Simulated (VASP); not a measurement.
# ZrN (Fm-3m) in VASP: notebook, part 2 of 2

VASP 6.6.1. The steps go on from the part before.

## (3) Single point, PBEsol+D3(BJ) (12.01 Å³/atom)

This run uses another cell than the first one, of 12.01 Å³/atom.

Contents of INCAR:

```
ALGO = Normal ; EDIFF = 1E-6
ENCUT = 600 ; GGA = PS
GGA_COMPAT = False ; ISIF = 2
ISMEAR = 0 ; IVDW = 12
LASPH = True ; LCHARG = False
LREAL = False ; LWAVE = False
NBANDS = 16 ; NELM = 120
PREC = Accurate ; SIGMA = 0.05
```

Contents of KPOINTS:

```
k-points
0
Gamma
  8 8 8
```

Contents of POSCAR:

```
ZrN
1.0
    0.0000000000      2.2899822039      2.2899822039
    2.2899822039      0.0000000000      2.2899822039
    2.2899822039      2.2899822039      0.0000000000
Zr N
1 1
Direct
    0.5000000000      0.5000000000      0.5000000000
    0.0000000000      0.0000000000      0.0000000000
```

Potentials or basis: VASP PAW PBE potentials, release 64 (Zr_sv, N).

On the command line:

```
$ cat potpaw_PBE.64/Zr_sv/POTCAR potpaw_PBE.64/N/POTCAR > POTCAR
$ mpirun -np 1 vasp_std > vasp.out
```

OUTCAR:

```text
EDIFF = 1E-6
   ENCUT = 600
   GGA = PS
   ISIF = 2
   ISMEAR = 0
   IVDW = 12
   LASPH = True
   LREAL = False
   NELM = 120
   PREC = Accurate
 IVDW          = 12

 ion  position               nearest neighbor table
   1  0.500  0.500  0.500-   2 2.29   2 2.29   2 2.29   2 2.29   2 2.29   2 2.29
   2  0.000  0.000  0.000-   1 2.29   1 2.29   1 2.29   1 2.29   1 2.29   1 2.29

  LATTYP: Found a face centered cubic cell.
 ALAT       =     4.5799644078

  Lattice vectors:

 A1 = (   0.0000000000,   2.2899822039,   2.2899822039)
 A2 = (   2.2899822039,   0.0000000000,   2.2899822039)
 A3 = (   2.2899822039,   2.2899822039,   0.0000000000)

Analysis of symmetry for initial positions (statically):
=====================================================================
 Subroutine PRICEL returns:
 Original cell was already a primitive cell.

 Routine SETGRP: Setting up the symmetry group for a
 face centered cubic supercell.

 Subroutine GETGRP returns: Found 48 space group operations
 (whereof 48 operations were pure point group operations)
 out of a pool of 48 trial point group operations.

The static configuration has the point symmetry O_h .

Analysis of symmetry for dynamics (positions and initial velocities):
=====================================================================
 Subroutine PRICEL returns:
 Original cell was already a primitive cell.

 Routine SETGRP: Setting up the symmetry group for a
 face centered cubic supercell.

 Subroutine GETGRP returns: Found 48 space group operations
 (whereof 48 operations were pure point group operations)
 out of a pool of 48 trial point group operations.

The dynamic configuration has the point symmetry O_h .

 Subroutine INISYM returns: Found 48 space group operations
 (whereof 48 operations are pure point group operations),
 and found     1 'primitive' translations

----------------------------------------------------------------------------------------

                                     Primitive cell

  volume of cell :      24.0174

  direct lattice vectors                    reciprocal lattice vectors
     0.000000000  2.289982204  2.289982204    -0.218342308  0.218342308  0.218342308
     2.289982204  0.000000000  2.289982204     0.218342308 -0.218342308  0.218342308
     2.289982204  2.289982204  0.000000000     0.218342308  0.218342308 -0.218342308

  length of vectors
     3.238523890  3.238523890  3.238523890     0.378179971  0.378179971  0.378179971

  position of ions in fractional coordinates (direct lattice)
     0.500000000  0.500000000  0.500000000
     0.000000000  0.000000000  0.000000000

  ion indices of the primitive-cell ions
   primitive index   ion index
                 1           1
                 2           2

----------------------------------------------------------------------------------------

 KPOINTS: k-points

Automatic generation of k-mesh.
 Grid dimensions read from file:
 generate k-points for:    8    8    8

 Generating k-lattice:

  Cartesian coordinates                     Fractional coordinates (reciprocal lattice)
    -0.027292789  0.027292789  0.027292789     0.125000000  0.000000000  0.000000000
     0.027292789 -0.027292789  0.027292789     0.000000000  0.125000000  0.000000000
     0.027292789  0.027292789 -0.027292789     0.000000000  0.000000000  0.125000000

  Length of vectors
     0.047272496  0.047272496  0.047272496

  Shift w.r.t. Gamma in fractional coordinates (k-lattice)
     0.000000000  0.000000000  0.000000000

 Subroutine IBZKPT returns following result:
 ===========================================

 Found     29 irreducible k-points:

 Following reciprocal coordinates:
            Coordinates               Weight
  0.000000  0.000000  0.000000      1.000000
  0.125000  0.000000  0.000000      8.000000
  0.250000  0.000000  0.000000      8.000000
  0.375000  0.000000  0.000000      8.000000
  0.500000  0.000000  0.000000      4.000000
  0.125000  0.125000  0.000000      6.000000
[... 16 lines left out ...]
  0.500000  0.250000  0.125000     48.000000
 -0.375000  0.250000  0.125000     24.000000
 [... further k-points ...]
   k-points           NKPTS =     29   k-points in BZ     NKDIM =     29   number of bands    NBANDS=     16
   number of dos      NEDOS =    301   number of ions     NIONS =      2
   total plane-waves  NPLWV =  21952
   dimension x,y,z NGX =    28 NGY =   28 NGZ =   28
   dimension x,y,z NGXF=    56 NGYF=   56 NGZF=   56
   ions per type =               1   1
   NGX,Y,Z   is equivalent  to a cutoff of  14.37, 14.37, 14.37 a.u.
   NGXF,Y,Z  is equivalent  to a cutoff of  28.75, 28.75, 28.75 a.u.
 SYSTEM =  unknown system
   PREC   = accura    normal or accurate (medium, high low for compatibility)
   ISTART =      0    job   : 0-new  1-cont  2-samecut
   ICHARG =      2    charge: 1-file 2-atom 10-const
   ISPIN  =      1    spin polarized calculation?
   LNONCOLLINEAR =      F non collinear calculations
   LSORBIT =      F    spin-orbit coupling
   LASPH  =      T    aspherical Exc in radial PAW
   ENCUT  =  600.0 eV  44.10 Ry    6.64 a.u.   6.47  6.47  6.47*2*pi/ulx,y,z
   NELM   =    120;   NELMIN=  2; NELMDL= -5     # of ELM steps
   EDIFF  = 0.1E-05   stopping-criterion for ELM
   LREAL  =      F    real-space projection
   EDIFFG = 0.1E-04   stopping-criterion for IOM
   NSW    =      0    number of steps for IOM
   IBRION =     -1    ionic relax: 0-MD 1-quasi-New 2-CG
   NFREE  =      0    steps in history (QN), initial steepest desc. (CG)
   ISIF   =      2    stress and relaxation
   ISYM   =      2    0-nonsym 1-usesym 2-fastsym
   POTIM  = 0.5000    time-step for ionic-motion
   TEBEG  =    0.0;   TEEND  =   0.0 temperature during run
   PSTRESS=    0.0 pullay stress
   NELECT =      17.0000    total number of electrons
   NUPDOWN=      -1.0000    fix difference up-down
   EMIN   =  10.00;   EMAX   =-10.00  energy-range for DOS
   EFERMI =   0.00;   METHOD = LEGACY
   ISMEAR =     0;   SIGMA  =   0.05  broadening in eV -4-tet -1-fermi 0-gaus
   EFERMI_NEDOS =   21; number of points for ismear=-14 and -15
   IALGO  =     38    algorithm
   IMIX   =      4    mixing-type and parameters
     AMIX     =   0.40;   BMIX     =  1.00
     AMIX_MAG =   1.60;   BMIX_MAG =  1.00
  volume/ion in A,a.u.               =      12.01        81.04
  Fermi-wavevector in a.u.,A,eV,Ry     =   1.458979  2.757070 28.961628  2.128620
  Thomas-Fermi vector in A             =   2.575600
   LORBIT       =      0    0 simple, 1 ext, 2 COOP (PROOUT), +10 PAW based schemes
   GGA     = PS    functional components
   LHFCALC =     F    Hartree Fock is set to
   AEXX    =    0.0000 exact exchange contribution
   IVDW    =    12    specifies the selected vdW correction
   LEPSILON=     F    determine dielectric tensor
   LRPA    =     F    only Hartree local field effects (RPA)
 non-spin polarized calculation
 Gauss-broadening in eV      SIGMA  =   0.05
  energy-cutoff  :      600.00
  volume of cell :       24.02
 maximum number of plane-waves:       821
 NGX is ok and might be reduce to    28
   NGX = 13   NGY = 13   NGZ = 13

 number of electron      17.0000000 magnetization

 Free energy of the ion-electron system (eV)
  ---------------------------------------------------
  ext. energy  EPLUGINS =         0.00000000
  ---------------------------------------------------
  free energy    TOTEN  =       -21.52865279 eV

  energy without entropy =      -21.52679534  energy(sigma->0) =      -21.52772407

 E-fermi :  11.8501     XC(G=0): -12.6968

 val. band max:       11.8052980489   @ k =   0.1250   0.0000   0.0000
 cond. band min:      11.8768209052   @ k =   0.3750   0.1250   0.0000
 fundamental gap:      0.0715228563
 Fermi energy:        11.8500741636

 k-point     1 :       0.0000    0.0000    0.0000
  band No.  band energies     occupation
      1     -37.5917      2.00000
      2     -15.2367      2.00000
      3     -15.2367      2.00000
      4     -15.2367      2.00000
      5      -4.3474      2.00000
      6       9.2364      2.00000
[... 8 lines left out ...]
     15      20.9740      0.00000
     16      34.4517      0.00000
[... 419 lines left out ...]
 k-point    24 :      -0.3750    0.2500    0.1250
  band No.  band energies     occupation
      1     -37.4222      2.00000
      2     -16.2326      2.00000
      3     -15.6246      2.00000
      4     -15.4341      2.00000
      5      -2.6717      2.00000
      6       5.1868      2.00000
[... 8 lines left out ...]
     15      23.5473      0.00000
     16      24.8407      0.00000

 [... further k-points ...]

------------------------ aborting loop because EDIFF is reached ----------------------------------------

 Edisp (eV)   -0.83720

 E8    (eV) :    -0.5766

  FORCE on cell =-STRESS in cart. coord.  units (eV):
  Direction    XX          YY          ZZ          XY          YZ          ZX
  --------------------------------------------------------------------------------------
  -------------------------------------------------------------------------------------
  Total      -1.48836    -1.48836    -1.48836     0.00000     0.00000     0.00000
  in kB     -99.28712   -99.28712   -99.28712     0.00000     0.00000     0.00000
  external pressure =      -99.29 kB  Pullay stress =        0.00 kB

 VOLUME and BASIS-vectors are now :
 -----------------------------------------------------------------------------
  energy-cutoff  :      600.00
  volume of cell :       24.02
      direct lattice vectors                 reciprocal lattice vectors
     0.000000000  2.289982204  2.289982204    -0.218342308  0.218342308  0.218342308
     2.289982204  0.000000000  2.289982204     0.218342308 -0.218342308  0.218342308
     2.289982204  2.289982204  0.000000000     0.218342308  0.218342308 -0.218342308

 POSITION                                       TOTAL-FORCE (eV/Angst)
 -----------------------------------------------------------------------------------
      2.28998      2.28998      2.28998        -0.000000     -0.000000     -0.000000
      0.00000      0.00000      0.00000         0.000000      0.000000      0.000000
 -----------------------------------------------------------------------------------
    total drift:                                0.000000      0.000000      0.000000

  FREE ENERGIE OF THE ION-ELECTRON SYSTEM (eV)
  ---------------------------------------------------
  free  energy   TOTEN  =       -22.3658567380 eV

  energy  without entropy=      -22.3639992951  energy(sigma->0) =      -22.36492802
```

Run time: 31 s. Hardware: 1 thread of AMD EPYC 7R43 (Zen 3), shared host; peak memory 0.14 GiB.

What came out:

- Free energy: -22.3659 eV
- Pressure: -9.9 GPa
- Band gap on the k mesh: zero (an odd number of electrons rules out a gap without spin polarisation)
- Dispersion energy per atom: -0.419 eV

Levels at points of the mesh, in eV from the Fermi level:
```csv
k point,band 7,band 8,band 9,band 10,band 11,band 12
"(0.00, 0.00, 0.00)",-2.61,-2.61,-0.41,-0.41,-0.41,1.58
"(0.50, 0.00, 0.00)",-5.69,-5.69,3.07,3.13,3.13,4.72
"(0.50, 0.50, 0.00)",-3.53,-3.12,-3.12,3.40,4.60,4.60
```

Caveat: the cell stands under tension; the PAW data sets were made with another functional, which shifts forces and pressure a little.
